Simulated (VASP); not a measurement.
# MgS (zincblende type) (F-43m) in VASP: further runs

MgS (zincblende type) is run at these levels: PBE; tasks: single point.

All numbers are computed with VASP 6.6.1; they aren't measurements. Logs are shortened: lines on timing, memory, paths and dates and some standing lists are left out, and cuts for length are marked.

## Step 1: The cell of the first run

Symmetry: F-43m, No. 216, cubic system. The conventional cell has a = 5.697 Å, b = 5.697 Å, c = 5.697 Å, α = 90.00°, β = 90.00°, γ = 90.00°. Mg (site symmetry -43m) has 4 S at 2.47 Å within 3.3 Å. Within 3.3 Å of S (site symmetry -43m) lie 4 Mg at 2.47 Å.

## Step 2: Single point, PBE

File INCAR:

```
PREC = Accurate
ENCUT = 520
EDIFF = 1E-6
ISMEAR = -1
SIGMA = 0.05
LREAL = False
LASPH = True
NELM = 60
ALGO = Normal
ISIF = 2
LWAVE = False
LCHARG = False
GGA = PE
NBANDS = 11
```

File KPOINTS:

```
regular mesh
0
Gamma
  13 13 13
```

File POSCAR:

```
MgS
1.0
    0.0000000000      2.8483745724      2.8483745724
    2.8483745724      0.0000000000      2.8483745724
    2.8483745724      2.8483745724      0.0000000000
Mg S
1 1
Direct
    0.0000000000      0.0000000000      0.0000000000
    0.2500000000      0.2500000000      0.2500000000
```

Potentials or basis: VASP PAW PBE potentials, release 64 (Mg, S).

Run with:

```sh
$ cat potpaw_PBE.64/Mg/POTCAR potpaw_PBE.64/S/POTCAR > POTCAR
$ mpirun -np 1 vasp_std > vasp.out
```

OUTCAR:

```text
PREC = Accurate
   ENCUT = 520
   EDIFF = 1E-6
   ISMEAR = -1
   LREAL = False
   LASPH = True
   NELM = 60
   ISIF = 2
   GGA = PE

 ion  position               nearest neighbor table
   1  0.000  0.000  0.000-   2 2.47   2 2.47   2 2.47   2 2.47
   2  0.250  0.250  0.250-   1 2.47   1 2.47   1 2.47   1 2.47

  LATTYP: Found a face centered cubic cell.
 ALAT       =     5.6967491448

  Lattice vectors:

 A1 = (   0.0000000000,   2.8483745724,   2.8483745724)
 A2 = (   2.8483745724,   0.0000000000,   2.8483745724)
 A3 = (   2.8483745724,   2.8483745724,   0.0000000000)

Analysis of symmetry for initial positions (statically):
=====================================================================
 Subroutine PRICEL returns:
 Original cell was already a primitive cell.

 Routine SETGRP: Setting up the symmetry group for a
 face centered cubic supercell.

 Subroutine GETGRP returns: Found 24 space group operations
 (whereof 24 operations were pure point group operations)
 out of a pool of 48 trial point group operations.

The static configuration has the point symmetry T_d .

Analysis of symmetry for dynamics (positions and initial velocities):
=====================================================================
 Subroutine PRICEL returns:
 Original cell was already a primitive cell.

 Routine SETGRP: Setting up the symmetry group for a
 face centered cubic supercell.

 Subroutine GETGRP returns: Found 24 space group operations
 (whereof 24 operations were pure point group operations)
 out of a pool of 48 trial point group operations.

The dynamic configuration has the point symmetry T_d .

 Subroutine INISYM returns: Found 24 space group operations
 (whereof 24 operations are pure point group operations),
 and found     1 'primitive' translations

----------------------------------------------------------------------------------------

                                     Primitive cell

  volume of cell :      46.2191

  direct lattice vectors                    reciprocal lattice vectors
     0.000000000  2.848374572  2.848374572    -0.175538711  0.175538711  0.175538711
     2.848374572  0.000000000  2.848374572     0.175538711 -0.175538711  0.175538711
     2.848374572  2.848374572  0.000000000     0.175538711  0.175538711 -0.175538711

  length of vectors
     4.028209951  4.028209951  4.028209951     0.304041966  0.304041966  0.304041966

  position of ions in fractional coordinates (direct lattice)
     0.000000000  0.000000000  0.000000000
     0.250000000  0.250000000  0.250000000

  ion indices of the primitive-cell ions
   primitive index   ion index
                 1           1
                 2           2

----------------------------------------------------------------------------------------

 KPOINTS: regular mesh

Automatic generation of k-mesh.
 Grid dimensions read from file:
 generate k-points for:   13   13   13

 Generating k-lattice:

  Cartesian coordinates                     Fractional coordinates (reciprocal lattice)
    -0.013502978  0.013502978  0.013502978     0.076923077  0.000000000  0.000000000
     0.013502978 -0.013502978  0.013502978     0.000000000  0.076923077  0.000000000
     0.013502978  0.013502978 -0.013502978     0.000000000  0.000000000  0.076923077

  Length of vectors
     0.023387844  0.023387844  0.023387844

  Shift w.r.t. Gamma in fractional coordinates (k-lattice)
     0.000000000  0.000000000  0.000000000

 Subroutine IBZKPT returns following result:
 ===========================================

 Found     84 irreducible k-points:

 Following reciprocal coordinates:
            Coordinates               Weight
  0.000000  0.000000  0.000000      1.000000
  0.076923  0.000000  0.000000      8.000000
  0.153846  0.000000  0.000000      8.000000
  0.230769  0.000000  0.000000      8.000000
  0.307692  0.000000  0.000000      8.000000
  0.384615  0.000000  0.000000      8.000000
[... 16 lines left out ...]
  0.384615  0.153846  0.000000     24.000000
  0.461538  0.153846  0.000000     24.000000
 [... further k-points ...]
   k-points           NKPTS =     84   k-points in BZ     NKDIM =     84   number of bands    NBANDS=     11
   number of dos      NEDOS =    301   number of ions     NIONS =      2
   total plane-waves  NPLWV =  27000
   dimension x,y,z NGX =    30 NGY =   30 NGZ =   30
   dimension x,y,z NGXF=    60 NGYF=   60 NGZF=   60
   ions per type =               1   1
   NGX,Y,Z   is equivalent  to a cutoff of  12.38, 12.38, 12.38 a.u.
   NGXF,Y,Z  is equivalent  to a cutoff of  24.76, 24.76, 24.76 a.u.
 SYSTEM =  unknown system
   PREC   = accura    normal or accurate (medium, high low for compatibility)
   ISTART =      0    job   : 0-new  1-cont  2-samecut
   ICHARG =      2    charge: 1-file 2-atom 10-const
   ISPIN  =      1    spin polarized calculation?
   LNONCOLLINEAR =      F non collinear calculations
   LSORBIT =      F    spin-orbit coupling
   LASPH  =      T    aspherical Exc in radial PAW
   ENCUT  =  520.0 eV  38.22 Ry    6.18 a.u.   7.49  7.49  7.49*2*pi/ulx,y,z
   NELM   =     60;   NELMIN=  2; NELMDL= -5     # of ELM steps
   EDIFF  = 0.1E-05   stopping-criterion for ELM
   LREAL  =      F    real-space projection
   EDIFFG = 0.1E-04   stopping-criterion for IOM
   NSW    =      0    number of steps for IOM
   IBRION =     -1    ionic relax: 0-MD 1-quasi-New 2-CG
   NFREE  =      0    steps in history (QN), initial steepest desc. (CG)
   ISIF   =      2    stress and relaxation
   ISYM   =      2    0-nonsym 1-usesym 2-fastsym
   POTIM  = 0.5000    time-step for ionic-motion
   TEBEG  =    0.0;   TEEND  =   0.0 temperature during run
   PSTRESS=    0.0 pullay stress
   NELECT =       8.0000    total number of electrons
   NUPDOWN=      -1.0000    fix difference up-down
   EMIN   =  10.00;   EMAX   =-10.00  energy-range for DOS
   EFERMI =   0.00;   METHOD = LEGACY
   ISMEAR =    -1;   SIGMA  =   0.05  broadening in eV -4-tet -1-fermi 0-gaus
   EFERMI_NEDOS =   21; number of points for ismear=-14 and -15
   IALGO  =     38    algorithm
   IMIX   =      4    mixing-type and parameters
     AMIX     =   0.40;   BMIX     =  1.00
     AMIX_MAG =   1.60;   BMIX_MAG =  1.00
  volume/ion in A,a.u.               =      23.11       155.95
  Fermi-wavevector in a.u.,A,eV,Ry     =   0.912356  1.724103 11.325404  0.832394
  Thomas-Fermi vector in A             =   2.036742
   LORBIT       =      0    0 simple, 1 ext, 2 COOP (PROOUT), +10 PAW based schemes
   GGA     = PE    functional components
[... 5 lines left out ...]
 non-spin polarized calculation
  energy-cutoff  :      520.00
  volume of cell :       46.22
 maximum number of plane-waves:      1266
 NGX is ok and might be reduce to    30
   NGX = 15   NGY = 15   NGZ = 15

 number of electron       8.0000001 magnetization

 Free energy of the ion-electron system (eV)
  ---------------------------------------------------
  ext. energy  EPLUGINS =         0.00000000
  ---------------------------------------------------
  free energy    TOTEN  =        -8.47289067 eV

  energy without entropy =       -8.47289067  energy(sigma->0) =       -8.47289067

 E-fermi :   1.9883     XC(G=0):  -8.3193

 val. band max:        0.9492089623   @ k =   0.0000   0.0000   0.0000
 cond. band min:       4.3159445431   @ k =   0.0000   0.0000   0.0000
 fundamental gap:      3.3667355808
 Fermi energy:         1.9882987665

 k-point     1 :       0.0000    0.0000    0.0000
  band No.  band energies     occupation
      1     -10.2581      2.00000
      2       0.9492      2.00000
      3       0.9492      2.00000
      4       0.9492      2.00000
      5       4.3159      0.00000
      6       8.8514      0.00000
      7       8.8514      0.00000
      8       8.8514      0.00000
      9      11.7416      0.00000
     10      11.7416      0.00000
     11      14.5195      0.00000

 k-point     2 :       0.0769    0.0000    0.0000
  band No.  band energies     occupation
      1     -10.2256      2.00000
      2       0.6608      2.00000
      3       0.9286      2.00000
      4       0.9286      2.00000
      5       4.6036      0.00000
      6       8.7605      0.00000
      7       8.9269      0.00000
      8       8.9269      0.00000
      9      11.5172      0.00000
     10      11.5172      0.00000
     11      14.3492      0.00000

 k-point     3 :       0.1538    0.0000    0.0000
  band No.  band energies     occupation
      1     -10.1329      2.00000
      2       0.0184      2.00000
      3       0.8730      2.00000
      4       0.8730      2.00000
      5       5.2083      0.00000
      6       8.6043      0.00000
      7       9.0811      0.00000
      8       9.0811      0.00000
      9      11.1860      0.00000
     10      11.1860      0.00000
     11      13.7417      0.00000

 k-point     4 :       0.2308    0.0000    0.0000
  band No.  band energies     occupation
      1      -9.9952      2.00000
      2      -0.6972      2.00000
      3       0.7985      2.00000
      4       0.7985      2.00000
      5       5.7411      0.00000
      6       8.6166      0.00000
      7       9.1017      0.00000
      8       9.1017      0.00000
      9      11.2323      0.00000
     10      11.2323      0.00000
     11      13.2095      0.00000
[... 239 lines left out ...]
 k-point    22 :       0.3077    0.1538    0.0000
  band No.  band energies     occupation
      1      -9.8524      2.00000
      2      -0.9697      2.00000
      3       0.4791      2.00000
      4       0.4973      2.00000
      5       6.3027      0.00000
      6       7.8905      0.00000
      7       8.7643      0.00000
      8       9.7347      0.00000
      9      10.8715      0.00000
     10      12.6638      0.00000
     11      14.4251      0.00000

 k-point    23 :       0.3846    0.1538    0.0000
  band No.  band energies     occupation
      1      -9.7104      2.00000
      2      -1.4537      2.00000
      3       0.3236      2.00000
      4       0.4469      2.00000
      5       6.4603      0.00000
      6       7.9405      0.00000
      7       8.8019      0.00000
      8       9.5461      0.00000
      9      11.6866      0.00000
     10      13.4221      0.00000
     11      14.2437      0.00000

 k-point    24 :       0.4615    0.1538    0.0000
  band No.  band energies     occupation
      1      -9.5978      2.00000
      2      -1.7933      2.00000
      3       0.1691      2.00000
      4       0.4425      2.00000
      5       6.5333      0.00000
      6       7.7732      0.00000
      7       9.3141      0.00000
      8       9.3664      0.00000
      9      12.3274      0.00000
     10      14.2235      0.00000
     11      14.5715      0.00000

 [... further k-points ...]
[... 5 lines left out ...]
  --------------------------------------------------------------------------------------
  -------------------------------------------------------------------------------------
  Total       -0.0372075     -0.0372075     -0.0372075     -0.0000000     -0.0000000     -0.0000000
  in kB       -1.2897929     -1.2897929     -1.2897929     -0.0000000     -0.0000000     -0.0000000
  external PRESSURE =      -1.2897929 kB  Pullay stress =       0.0000000 kB

 VOLUME and BASIS-vectors are now :
 -----------------------------------------------------------------------------
  energy-cutoff  :      520.00
  volume of cell :       46.22
      direct lattice vectors                 reciprocal lattice vectors
     0.000000000  2.848374572  2.848374572    -0.175538711  0.175538711  0.175538711
     2.848374572  0.000000000  2.848374572     0.175538711 -0.175538711  0.175538711
     2.848374572  2.848374572  0.000000000     0.175538711  0.175538711 -0.175538711

 POSITION                                       TOTAL-FORCE (eV/Angst)
 -----------------------------------------------------------------------------------
      0.00000      0.00000      0.00000        -0.000000      0.000000     -0.000000
      1.42419      1.42419      1.42419         0.000000     -0.000000      0.000000
 -----------------------------------------------------------------------------------
    total drift:                                0.000000      0.000000     -0.000000

  FREE ENERGIE OF THE ION-ELECTRON SYSTEM (eV)
  ---------------------------------------------------
  free  energy   TOTEN  =        -8.4728906689 eV

  energy  without entropy=       -8.4728906689  energy(sigma->0) =       -8.47289067
```

Run time: 34 s. Hardware: 1 thread of Intel Xeon Platinum 8259CL at 2.50GHz (Skylake/Cascade Lake), shared host; peak memory 0.19 GiB.

Results:

```yaml
Free_energy: -8.4729 eV
Pressure: -0.1 GPa
Band_gap_on_the_k_mesh: 3.37 eV, direct
```

A k mesh can miss the band edges. PBE gaps usually lie below the measured ones, often by a third to a half.

## Step 3: Single point, PBE

File INCAR:

```
SYSTEM = MgS
  PREC = Accurate
  ENCUT = 520
  EDIFF = 1E-7
  ISMEAR = -1
  SIGMA = 0.05
  LREAL = .FALSE.
  LASPH = .TRUE.
  NELM = 60
  ALGO = Normal
  ISIF = 2
  LWAVE = .FALSE.
  LCHARG = .FALSE.
  GGA = PE
  NBANDS = 11
```

File KPOINTS:

```
Automatic mesh
0
G
  13 13 13
  0 0 0
```

POSCAR is that of step 2.

Potentials or basis: VASP PAW PBE potentials, release 64 (Mg, S).

Run with:

```sh
$ cat potpaw_PBE.64/Mg/POTCAR potpaw_PBE.64/S/POTCAR > POTCAR
$ mpirun -np 1 vasp_std > vasp.out
```

It took 34 s on 1 thread of Intel Xeon Platinum 8259CL at 2.50GHz (Skylake/Cascade Lake), shared host; peak memory 0.19 GiB.

Results (log left out):

```yaml
Free_energy: -8.4729 eV
Pressure: -0.1 GPa
Band_gap_on_the_k_mesh: 3.37 eV, direct
```

Levels at points of the mesh, in eV from the valence-band top:
```
           k point  band 1  band 2  band 3  band 4  band 5  band 6  band 7  band 8  band 9
(0.00, 0.00, 0.00)  -11.21    0.00    0.00    0.00    3.37    7.90    7.90    7.90   10.79
```

## Step 4: Single point, PBE (volume scaled by 1.025)

File INCAR:

```
PREC = Accurate
ENCUT = 520
EDIFF = 1E-6
ISMEAR = -1
SIGMA = 0.05
LREAL = False
LASPH = True
NELM = 60
ALGO = Normal
ISIF = 2
LWAVE = False
LCHARG = False
GGA = PE
NBANDS = 11
```

File KPOINTS:

```
Automatic mesh
0
Gamma
  13 13 13
```

File POSCAR:

```
MgS
1.0
    0.0000000000      2.8719159257      2.8719159257
    2.8719159257      0.0000000000      2.8719159257
    2.8719159257      2.8719159257      0.0000000000
Mg S
1 1
Direct
    0.0000000000      0.0000000000      0.0000000000
    0.2500000000      0.2500000000      0.2500000000
```

Run with:

```sh
$ cat potpaw_PBE.64/Mg/POTCAR potpaw_PBE.64/S/POTCAR > POTCAR
$ mpirun -np 1 vasp_std > vasp.out
```

Wall time 34 s (1 thread of Intel Xeon Platinum 8259CL at 2.50GHz (Skylake/Cascade Lake), shared host); peak memory 0.19 GiB.

It converged, with:

* Free energy: -8.4674 eV
* Pressure: -1.4 GPa
* Band gap on the k mesh: 3.25 eV, direct

Levels at points of the mesh, in eV from the valence-band top:
```
           k point  band 1  band 2  band 3  band 4  band 5  band 6  band 7  band 8
(0.00, 0.00, 0.00)  -11.13    0.00    0.00    0.00    3.25    7.84    7.84    7.84
```

 A k mesh can miss the band edges.
